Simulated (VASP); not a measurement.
Here is a VASP 6.6.1 calculation.

The input INCAR:

```
PREC = Accurate
ENCUT = 520
EDIFF = 1E-6
ISMEAR = 0
SIGMA = 0.05
LREAL = False
LASPH = True
NELM = 100
ALGO = Normal
ISIF = 2
LWAVE = False
LCHARG = False
GGA = CA
NBANDS = 21
```

The input KPOINTS:

```
regular mesh
0
Gamma
  9 9 6
```

The input POSCAR:

```
CdH2O2
1.0
    3.5155259648      0.0000000000      0.0000000000
   -1.7577629824      3.0445347931      0.0000000000
    0.0000000000      0.0000000000      4.6429792900
Cd H O
1 2 2
Direct
   -0.1903592947     -0.1393526754     -0.1292273694
    0.6666666667      0.3333333333      0.5509607200
    0.3333333333      0.6666666667      0.4490392800
    0.6666666667      0.3333333333      0.7593720000
    0.3333333333      0.6666666667      0.2406280000
```

Potentials or basis: VASP PAW LDA potentials, release 64 (Cd, H, O).

The run is started by

```bash
$ cat potpaw_LDA.64/Cd/POTCAR potpaw_LDA.64/H/POTCAR potpaw_LDA.64/O/POTCAR > POTCAR
$ mpirun -np 1 vasp_std > vasp.out
```

**Question.** What does it give for the largest force?

**Answer.** 10.469 eV/Å.

**Question.** Predict the band gap on the k mesh.

**Answer.** 0.99 eV, direct.

Stress tensor (GPa, compression positive):
```
  4.97 -19.00  -3.60
-19.00  54.54  15.79
 -3.60  15.79   3.22
```

Caveat: the cell differs from its parent crystal (atom 1 (Cd) moved by (-0.600, -0.600) A along [1 1 0] and z); forces of over 1 eV/Å act on the atoms, so gaps and moduli don't describe the material at rest. A k mesh can miss the band edges.
